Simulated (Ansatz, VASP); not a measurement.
# Two plane-wave programs on CoSi2

```
Co Si
1.0
     0.00000    2.63704    2.63704
     2.63704    0.00000    2.63704
     2.63704    2.63704    0.00000
Co Si
1 2
Direct
  0.00000 0.00000 0.00000
  0.75000 0.75000 0.75000
  0.25000 0.25000 0.25000
```

Alike in both runs: functional LDA; k mesh 14 × 14 × 14; occupations gaussian, width 0.1 eV; no spin polarisation.

Ansatz relaxed the structure, and its values are those at the end. VASP's run is a single point on that final structure, the one shown.

```csv
,VASP,Ansatz
version,VASP 6.6.1,Ansatz 0.2.0
potentials or method,"VASP PAW LDA potentials, release 64 (Co, Si), cutoff 520 eV","scalar-relativistic, plane waves, PAW"
valence electrons in the cell,17,25
```

VASP gave:

| Quantity | Value |
| --- | --- |
| gap on the k mesh at the Fermi level (eV) | none |
| pressure (GPa) | 0.2 |

Question: What did Ansatz give for the same quantities?

Answer: gap on the k mesh at the Fermi level (eV): none; pressure (GPa): 0.0.

LDA's correlation is that of Perdew and Zunger in VASP and of Perdew and Wang (1992) in Ansatz. A gap of «none» marks a metal or a gap that the smearing closes. VASP's potentials hold 17 valence electrons a cell and Ansatz's 25, so a difference there can come from the potentials and not from the codes.
